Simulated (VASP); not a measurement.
Input of a VASP 6.6.1 run:

The input INCAR:

```
SYSTEM = CdC2
PREC = Accurate ; ENCUT = 520
EDIFF = 1E-8 ; ISMEAR = 0
SIGMA = 0.01 ; LREAL = .False.
LASPH = .True. ; NELM = 100
ALGO = Normal ; ISIF = 2
LWAVE = .False. ; LCHARG = .False.
GGA = PE ; IBRION = 8
NSW = 1 ; LEPSILON = .True.
```

Contents of KPOINTS:

```
regular mesh
0
Gamma
  8 8 8
  0 0 0
```

File POSCAR:

```
CdC2
1.0
   -1.7048123610      1.7048123610      2.7848999778
    1.7048123610     -1.7048123610      2.7848999778
    1.7048123610      1.7048123610     -2.7848999778
Cd C
1 2
Direct
    0.0000000000      0.0000000000      0.0000000000
    0.6117884800      0.6117884800      0.0000000000
    0.3882115200      0.3882115200      0.0000000000
```

Potentials or basis: VASP PAW PBE potentials, release 64 (Cd, C).

Run with:

```sh
$ cat potpaw_PBE.64/Cd/POTCAR potpaw_PBE.64/C/POTCAR > POTCAR
$ mpirun -np 1 vasp_std > vasp.out
```

**Question.** What does it give for the electronic dielectric tensor (diagonal)?

**Answer.** 5.94, 5.94, 7.39.

**Question.** Estimate the Born charges (mean of the diagonal).

**Answer.** Cd +2.43; C -1.21 e.

**Question.** Predict the highest phonon frequency at Γ.

**Answer.** 1980 cm⁻¹.

Phonon frequencies in cm⁻¹ (negative: imaginary):
| q point | frequencies |
| --- | --- |
| (0.000, 0.000, 0.000) | 0 0 0 190 190 375 375 441 1980 |

Caveat: the cell stands under pressure or tension, which shifts response properties.
